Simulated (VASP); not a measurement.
A run of VASP 6.6.1:

Contents of INCAR:

```
SYSTEM = KAuF3
ALGO = Normal ; EDIFF = 1E-6
ENCUT = 600 ; GGA = PS
GGA_COMPAT = .FALSE. ; ISIF = 2
ISMEAR = 1 ; LASPH = .TRUE.
LCHARG = .TRUE. ; LELF = .TRUE.
LREAL = .FALSE. ; LVHAR = .TRUE.
LWAVE = .FALSE. ; NBANDS = 28
NELM = 120 ; PREC = Accurate
SIGMA = 0.025
```

File KPOINTS:

```
k-points
0
G
  5 5 5
  0 0 0
```

POSCAR

```
KAuF3
1.0
    4.4844000000      0.0000000000      0.0000000000
    0.0000000000      4.4844000000      0.0000000000
    0.0000000000      0.0000000000      4.4844000000
K Au F
1 1 3
Direct
    0.5000000000      0.5000000000      0.5000000000
    0.0000000000      0.0000000000      0.0000000000
    0.5000000000      0.0000000000      0.0000000000
    0.0000000000      0.0000000000      0.5000000000
    0.0000000000      0.5000000000      0.0000000000
```

Potentials or basis: VASP PAW PBE potentials, release 64 (K_sv, Au, F).

The run is started by

```console
$ cat potpaw_PBE.64/K_sv/POTCAR potpaw_PBE.64/Au/POTCAR potpaw_PBE.64/F/POTCAR > POTCAR
$ mpirun -np 1 vasp_std > vasp.out
```

Hardware: 1 thread of Intel(R) Xeon(R) 6975P-C (Granite Rapids) (shared host).

Q: How long does it take, and how much memory?

A: Run time: 16 s on 1 thread of Intel(R) Xeon(R) 6975P-C (Granite Rapids), with other jobs on the host, peak memory 0.21 GiB. Counts: scf iterations 13, k points 10.
